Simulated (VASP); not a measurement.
# Te3Pb4Se (P4/mmm) in VASP: notebook

The runs below take Te3Pb4Se through single point, with PBE.

Everything below comes from runs of VASP 6.6.1. Logs are shortened: lines on timing, memory, paths and dates and some standing lists are left out, and cuts for length are marked.

## 1. The cell of the first run

It takes space group P4/mmm (No. 123, tetragonal). Conventional cell: a = 4.593 Å, b = 4.593 Å, c = 12.961 Å, α = 90.00°, β = 90.00°, γ = 90.00°. Te (site symmetry 4/mmm) has 6 Pb at 3.25 to 3.35 Å within 4.3 Å. Te (site symmetry 4mm) has 6 Pb at 3.23 to 3.25 Å within 4.2 Å. Pb (site symmetry 4mm) has 1 Se at 3.13 Å and 5 Te at 3.25 to 3.35 Å within 4.1 Å. Within 4.3 Å of Pb (site symmetry 4/mmm) lie 6 Te at 3.25 Å. Within 4.2 Å of Pb (site symmetry 4/mmm) lie 2 Te at 3.23 Å and 4 Se at 3.25 Å. Se (site symmetry 4/mmm) has 6 Pb at 3.13 to 3.25 Å within 4.1 Å.

## 2. Single point, PBE

File INCAR:

```
ALGO     = Normal         # electronic algorithm
EDIFF    = 1E-6           # SCF threshold, eV
ENCUT    = 520            # plane-wave cutoff, eV
GGA      = PE             # functional
ISIF     = 2              # what is computed and relaxed
ISMEAR   = 0              # smearing method
LASPH    = T              # aspherical terms in the spheres
LCHARG   = F              # write CHGCAR
LREAL    = F              # projectors in reciprocal space
LWAVE    = F              # write WAVECAR
NBANDS   = 50             # bands
NELM     = 60             # most SCF steps
PREC     = Accurate       # precision mode
SIGMA    = 0.1            # smearing width, eV
```

File KPOINTS:

```
k-points
0
Gamma
  4 4 1
```

File POSCAR:

```
Te3Pb4Se
1.0
    4.5934501000      0.0000000000      0.0000000000
    0.0000000000      4.5934501000      0.0000000000
    0.0000000000      0.0000000000     12.9610083000
Te Pb Se
3 4 1
Direct
    0.0000000000      0.0000000000      0.0000000000
    0.5000000000      0.5000000000      0.2509240000
    0.5000000000      0.5000000000      0.7490760000
    0.0000000000      0.0000000000      0.7415820000
    0.5000000000      0.5000000000      0.0000000000
    0.0000000000      0.0000000000      0.2584180000
    0.5000000000      0.5000000000      0.5000000000
    0.0000000000      0.0000000000      0.5000000000
```

Potentials or basis: VASP PAW PBE potentials, release 64 (Te, Pb_d, Se).

Launch:

```bash
$ cat potpaw_PBE.64/Te/POTCAR potpaw_PBE.64/Pb_d/POTCAR potpaw_PBE.64/Se/POTCAR > POTCAR
$ mpirun -np 1 vasp_std > vasp.out
```

OUTCAR:

```text
EDIFF = 1E-6
   ENCUT = 520
   GGA = PE
   ISIF = 2
   ISMEAR = 0
   LASPH = T
   LREAL = F
   NELM = 60
   PREC = Accurate

 ion  position               nearest neighbor table
   1  0.000  0.000  0.000-   5 3.25   5 3.25   5 3.25   5 3.25   6 3.35   4 3.35
   2  0.500  0.500  0.251-   7 3.23   6 3.25   6 3.25   6 3.25   6 3.25   5 3.25
   3  0.500  0.500  0.749-   7 3.23   4 3.25   4 3.25   4 3.25   4 3.25   5 3.25
   4  0.000  0.000  0.742-   8 3.13   3 3.25   3 3.25   3 3.25   3 3.25   1 3.35
   5  0.500  0.500  0.000-   1 3.25   1 3.25   1 3.25   1 3.25   3 3.25   2 3.25
   6  0.000  0.000  0.258-   8 3.13   2 3.25   2 3.25   2 3.25   2 3.25   1 3.35
   7  0.500  0.500  0.500-   2 3.23   3 3.23   8 3.25   8 3.25   8 3.25   8 3.25
   8  0.000  0.000  0.500-   4 3.13   6 3.13   7 3.25   7 3.25   7 3.25   7 3.25

  LATTYP: Found a simple tetragonal cell.
 ALAT       =     4.5934501000
 C/A-ratio  =     2.8216281918

  Lattice vectors:

 A1 = (   4.5934501000,   0.0000000000,   0.0000000000)
 A2 = (   0.0000000000,   4.5934501000,   0.0000000000)
 A3 = (   0.0000000000,   0.0000000000,  12.9610083000)

Analysis of symmetry for initial positions (statically):
=====================================================================
 Subroutine PRICEL returns:
 Original cell was already a primitive cell.

 Routine SETGRP: Setting up the symmetry group for a
 simple tetragonal supercell.

 Subroutine GETGRP returns: Found 16 space group operations
 (whereof 16 operations were pure point group operations)
 out of a pool of 16 trial point group operations.

The static configuration has the point symmetry D_4h.

Analysis of symmetry for dynamics (positions and initial velocities):
=====================================================================
 Subroutine PRICEL returns:
 Original cell was already a primitive cell.

 Routine SETGRP: Setting up the symmetry group for a
 simple tetragonal supercell.

 Subroutine GETGRP returns: Found 16 space group operations
 (whereof 16 operations were pure point group operations)
 out of a pool of 16 trial point group operations.

The dynamic configuration has the point symmetry D_4h.

 Subroutine INISYM returns: Found 16 space group operations
 (whereof 16 operations are pure point group operations),
 and found     1 'primitive' translations

----------------------------------------------------------------------------------------

                                     Primitive cell

  volume of cell :     273.4745

  direct lattice vectors                    reciprocal lattice vectors
     4.593450100  0.000000000  0.000000000     0.217701287  0.000000000  0.000000000
     0.000000000  4.593450100  0.000000000     0.000000000  0.217701287  0.000000000
     0.000000000  0.000000000 12.961008300     0.000000000  0.000000000  0.077154491

  length of vectors
     4.593450100  4.593450100 12.961008300     0.217701287  0.217701287  0.077154491

  position of ions in fractional coordinates (direct lattice)
     0.000000000  0.000000000  0.000000000
     0.500000000  0.500000000  0.250924000
     0.500000000  0.500000000  0.749076000
     0.000000000  0.000000000  0.741582000
     0.500000000  0.500000000  0.000000000
     0.000000000  0.000000000  0.258418000
     0.500000000  0.500000000  0.500000000
     0.000000000  0.000000000  0.500000000

  ion indices of the primitive-cell ions
   primitive index   ion index
                 1           1
                 2           2
                 3           3
                 4           4
                 5           5
                 6           6
                 7           7
                 8           8

----------------------------------------------------------------------------------------

 KPOINTS: k-points

Automatic generation of k-mesh.
 Grid dimensions read from file:
 generate k-points for:    4    4    1

 Generating k-lattice:

  Cartesian coordinates                     Fractional coordinates (reciprocal lattice)
     0.054425322  0.000000000  0.000000000     0.250000000  0.000000000  0.000000000
     0.000000000  0.054425322  0.000000000     0.000000000  0.250000000  0.000000000
     0.000000000  0.000000000  0.077154491     0.000000000  0.000000000  1.000000000

  Length of vectors
     0.054425322  0.054425322  0.077154491

  Shift w.r.t. Gamma in fractional coordinates (k-lattice)
     0.000000000  0.000000000  0.000000000

 Subroutine IBZKPT returns following result:
 ===========================================

 Found      6 irreducible k-points:

 Following reciprocal coordinates:
            Coordinates               Weight
  0.000000  0.000000  0.000000      1.000000
  0.250000  0.000000  0.000000      4.000000
  0.500000  0.000000  0.000000      2.000000
  0.250000  0.250000  0.000000      4.000000
  0.500000  0.250000  0.000000      4.000000
  0.500000  0.500000  0.000000      1.000000
   k-points           NKPTS =      6   k-points in BZ     NKDIM =      6   number of bands    NBANDS=     50
   number of dos      NEDOS =    301   number of ions     NIONS =      8
   total plane-waves  NPLWV = 124416
   dimension x,y,z NGX =    36 NGY =   36 NGZ =   96
   dimension x,y,z NGXF=    72 NGYF=   72 NGZF=  192
   ions per type =               3   4   1
   NGX,Y,Z   is equivalent  to a cutoff of  13.03, 13.03, 12.31 a.u.
   NGXF,Y,Z  is equivalent  to a cutoff of  26.06, 26.06, 24.63 a.u.
 SYSTEM =  unknown system
   PREC   = accura    normal or accurate (medium, high low for compatibility)
   ISTART =      0    job   : 0-new  1-cont  2-samecut
   ICHARG =      2    charge: 1-file 2-atom 10-const
   ISPIN  =      1    spin polarized calculation?
   LNONCOLLINEAR =      F non collinear calculations
   LSORBIT =      F    spin-orbit coupling
   LASPH  =      T    aspherical Exc in radial PAW
   ENCUT  =  520.0 eV  38.22 Ry    6.18 a.u.   8.54  8.54 24.10*2*pi/ulx,y,z
   NELM   =     60;   NELMIN=  2; NELMDL= -5     # of ELM steps
   EDIFF  = 0.1E-05   stopping-criterion for ELM
   LREAL  =      F    real-space projection
   EDIFFG = 0.1E-04   stopping-criterion for IOM
   NSW    =      0    number of steps for IOM
   IBRION =     -1    ionic relax: 0-MD 1-quasi-New 2-CG
   NFREE  =      0    steps in history (QN), initial steepest desc. (CG)
   ISIF   =      2    stress and relaxation
   ISYM   =      2    0-nonsym 1-usesym 2-fastsym
   POTIM  = 0.5000    time-step for ionic-motion
   TEBEG  =    0.0;   TEEND  =   0.0 temperature during run
   PSTRESS=    0.0 pullay stress
   NELECT =      80.0000    total number of electrons
   NUPDOWN=      -1.0000    fix difference up-down
   EMIN   =  10.00;   EMAX   =-10.00  energy-range for DOS
   EFERMI =   0.00;   METHOD = LEGACY
   ISMEAR =     0;   SIGMA  =   0.10  broadening in eV -4-tet -1-fermi 0-gaus
   EFERMI_NEDOS =   21; number of points for ismear=-14 and -15
   IALGO  =     38    algorithm
   IMIX   =      4    mixing-type and parameters
     AMIX     =   0.40;   BMIX     =  1.00
     AMIX_MAG =   1.60;   BMIX_MAG =  1.00
  volume/ion in A,a.u.               =      34.18       230.69
  Fermi-wavevector in a.u.,A,eV,Ry     =   1.086757  2.053673 16.069044  1.181041
  Thomas-Fermi vector in A             =   2.222901
   LORBIT       =      0    0 simple, 1 ext, 2 COOP (PROOUT), +10 PAW based schemes
   GGA     = PE    functional components
   LHFCALC =     F    Hartree Fock is set to
   AEXX    =    0.0000 exact exchange contribution
   IVDW    =     0    specifies the selected vdW correction
   LEPSILON=     F    determine dielectric tensor
   LRPA    =     F    only Hartree local field effects (RPA)
 non-spin polarized calculation
 Gauss-broadening in eV      SIGMA  =   0.10
  energy-cutoff  :      520.00
  volume of cell :      273.47
 maximum number of plane-waves:      7391
 NGX is ok and might be reduce to    36
   NGX = 17   NGY = 17   NGZ = 49

 number of electron      80.0000013 magnetization

 Free energy of the ion-electron system (eV)
  ---------------------------------------------------
  ext. energy  EPLUGINS =         0.00000000
  ---------------------------------------------------
  free energy    TOTEN  =       -29.85909377 eV

  energy without entropy =      -29.85896601  energy(sigma->0) =      -29.85902989

 E-fermi :   5.1273     XC(G=0):  -9.1185

 val. band max:        4.9030886654   @ k =   0.5000   0.0000   0.0000
 cond. band min:       5.3447442530   @ k =   0.5000   0.0000   0.0000
 fundamental gap:      0.4416555877
 Fermi energy:         5.1273148978

 k-point     1 :       0.0000    0.0000    0.0000
  band No.  band energies     occupation
      1     -12.0234      2.00000
      2     -11.9785      2.00000
      3     -11.9785      2.00000
      4     -11.9770      2.00000
      5     -11.9582      2.00000
      6     -11.8801      2.00000
[... 42 lines left out ...]
     49       9.2298      0.00000
     50       9.3813      0.00000

 k-point     2 :       0.2500    0.0000    0.0000
  band No.  band energies     occupation
      1     -12.0163      2.00000
      2     -11.9809      2.00000
      3     -11.9783      2.00000
      4     -11.9705      2.00000
      5     -11.9635      2.00000
      6     -11.8720      2.00000
[... 42 lines left out ...]
     49       8.3975      0.00000
     50       8.6289      0.00000

 k-point     3 :       0.5000    0.0000    0.0000
  band No.  band energies     occupation
      1     -12.0098      2.00000
      2     -11.9833      2.00000
      3     -11.9782      2.00000
      4     -11.9687      2.00000
      5     -11.9632      2.00000
      6     -11.8638      2.00000
[... 42 lines left out ...]
     49       6.6803      0.00000
     50       6.9166      0.00000

 k-point     4 :       0.2500    0.2500    0.0000
  band No.  band energies     occupation
      1     -12.0116      2.00000
      2     -11.9809      2.00000
      3     -11.9807      2.00000
      4     -11.9738      2.00000
      5     -11.9643      2.00000
      6     -11.8655      2.00000
[... 42 lines left out ...]
     49       9.2763      0.00000
     50       9.5051      0.00000

 k-point     5 :       0.5000    0.2500    0.0000
  band No.  band energies     occupation
      1     -12.0072      2.00000
      2     -11.9845      2.00000
      3     -11.9833      2.00000
      4     -11.9808      2.00000
      5     -11.9576      2.00000
      6     -11.8582      2.00000
[... 42 lines left out ...]
     49       9.0825      0.00000
     50       9.1943      0.00000

 k-point     6 :       0.5000    0.5000    0.0000
  band No.  band energies     occupation
      1     -12.0058      2.00000
      2     -11.9997      2.00000
      3     -11.9833      2.00000
      4     -11.9833      2.00000
      5     -11.9511      2.00000
      6     -11.8715      2.00000
[... 42 lines left out ...]
     49      10.3023      0.00000
     50      10.3083      0.00000

------------------------ aborting loop because EDIFF is reached ----------------------------------------

  FORCE on cell =-STRESS in cart. coord.  units (eV):
  Direction    XX          YY          ZZ          XY          YZ          ZX
  --------------------------------------------------------------------------------------
  -------------------------------------------------------------------------------------
  Total       -1.8266058     -1.8266058      6.5606153      0.0000000      0.0000000     -0.0000000
  in kB      -10.7013515    -10.7013515     38.4360155      0.0000000      0.0000000     -0.0000000
  external PRESSURE =       5.6777709 kB  Pullay stress =       0.0000000 kB

 VOLUME and BASIS-vectors are now :
 -----------------------------------------------------------------------------
  energy-cutoff  :      520.00
  volume of cell :      273.47
      direct lattice vectors                 reciprocal lattice vectors
     4.593450100  0.000000000  0.000000000     0.217701287  0.000000000  0.000000000
     0.000000000  4.593450100  0.000000000     0.000000000  0.217701287  0.000000000
     0.000000000  0.000000000 12.961008300     0.000000000  0.000000000  0.077154491

 POSITION                                       TOTAL-FORCE (eV/Angst)
 -----------------------------------------------------------------------------------
      0.00000      0.00000      0.00000         0.000000      0.000000      0.000000
      2.29673      2.29673      3.25223         0.000000     -0.000000      0.057002
      2.29673      2.29673      9.70878        -0.000000     -0.000000     -0.057002
      0.00000      0.00000      9.61165         0.000000      0.000000      0.006914
      2.29673      2.29673      0.00000         0.000000      0.000000      0.000000
      0.00000      0.00000      3.34936        -0.000000      0.000000     -0.006914
      2.29673      2.29673      6.48050         0.000000      0.000000      0.000000
      0.00000      0.00000      6.48050         0.000000      0.000000      0.000000
 -----------------------------------------------------------------------------------
    total drift:                                0.000000      0.000000      0.000000

  FREE ENERGIE OF THE ION-ELECTRON SYSTEM (eV)
  ---------------------------------------------------
  free  energy   TOTEN  =       -29.8590937736 eV

  energy  without entropy=      -29.8589660067  energy(sigma->0) =      -29.85902989
```

Run time: 49 s. Hardware: 1 thread of AMD EPYC 9R45 (Zen 5), shared host; peak memory 0.34 GiB.

What came out:

- Free energy: -29.8591 eV
- Pressure: 0.6 GPa
- Largest force: 0.057 eV/Å
- Band gap on the k mesh: 0.44 eV

Forces in eV/Å, atoms in the order of the input:
```
Te   0.000  0.000  0.000
Te   0.000  0.000  0.057
Te   0.000  0.000 -0.057
Pb   0.000  0.000  0.007
Pb   0.000  0.000  0.000
Pb   0.000  0.000 -0.007
Pb   0.000  0.000  0.000
Se   0.000  0.000  0.000
```

Stress tensor (GPa, compression positive):
```
-1.07  0.00  0.00
 0.00 -1.07  0.00
 0.00  0.00  3.84
```

Caveat: the k points lie up to 0.48 Å⁻¹ apart; spin-orbit coupling is left out, which moves the levels of the heavy elements; an odd mesh through Γ misses points on the zone boundary, where band edges can lie.

(Continued in part 2 of 2.)
